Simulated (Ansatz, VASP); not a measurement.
# SnTe in VASP and in Ansatz

Contents of INCAR:

```
PREC = Accurate
ENCUT = 520
EDIFF = 1E-6
ISMEAR = 0
SIGMA = 0.03
LREAL = False
LASPH = True
NELM = 100
ALGO = Normal
ISIF = 2
LWAVE = False
LCHARG = False
GGA = PE
NBANDS = 17
```

Contents of KPOINTS:

```
Automatic mesh
0
Gamma
  10 10 10
```

Contents of POSCAR:

```
SnTe
1.0
    0.0000000000      3.1565000000      3.2354125000
    3.1565000000      0.0000000000      3.2354125000
    3.1565000000      3.1565000000      0.0000000000
Sn Te
1 1
Direct
    0.0000000000      0.0000000000      0.0000000000
    0.5000000000      0.5000000000      0.5000000000
```

Input for Ansatz:

```yaml
crystal:
  lattice:
    - [0.0, 3.1565, 3.2354125]
    - [3.1565, 0.0, 3.2354125]
    - [3.1565, 3.1565, 0.0]
  atoms:
    - { symbol: Sn, position: [0.0, 0.0, 0.0] }
    - { symbol: Te, position: [0.5, 0.5, 0.5] }
basis:
  ecutwfc: 420
kpoints:
  mp_grid: { grid: [10, 10, 10] }
hamiltonian:
  xc: pbe
scf:
  occupations: { method: gaussian, width: 0.03 }
output:
  forces: true
  stress: true
  eigenvalues: true
```

Change from the starting cell: strain +0.000 along x and y, +0.025 along z, atoms carried along.

Alike in both runs: task single point; functional PBE; k mesh 10 × 10 × 10; occupations gaussian, width 0.03 eV; no spin polarisation.

|  | VASP | Ansatz |
| --- | --- | --- |
| version | VASP 6.6.1 | Ansatz 0.2.0 |
| potentials or method | VASP PAW PBE potentials, release 64 (Sn_d, Te), cutoff 520 eV | scalar-relativistic, plane waves, PAW |
| valence electrons in the cell | 20 | 30 |

|  | VASP | Ansatz | Ansatz less VASP |
| --- | --- | --- | --- |
| gap on the k mesh at the Fermi level (eV) | 0.04 | 0.04 | -0.001 |
| least direct gap on the mesh (eV) | 0.04 | 0.04 | -0.001 |
| pressure (GPa) | 0.9 | 0.9 | +0.06 |
| traceless stress, the component that is largest in VASP (GPa) | -1.89 | -1.89 | +0.001 |

VASP's potentials hold 20 valence electrons a cell and Ansatz's 30, so a difference there can come from the potentials and not from the codes.

Spin-orbit coupling is off throughout.
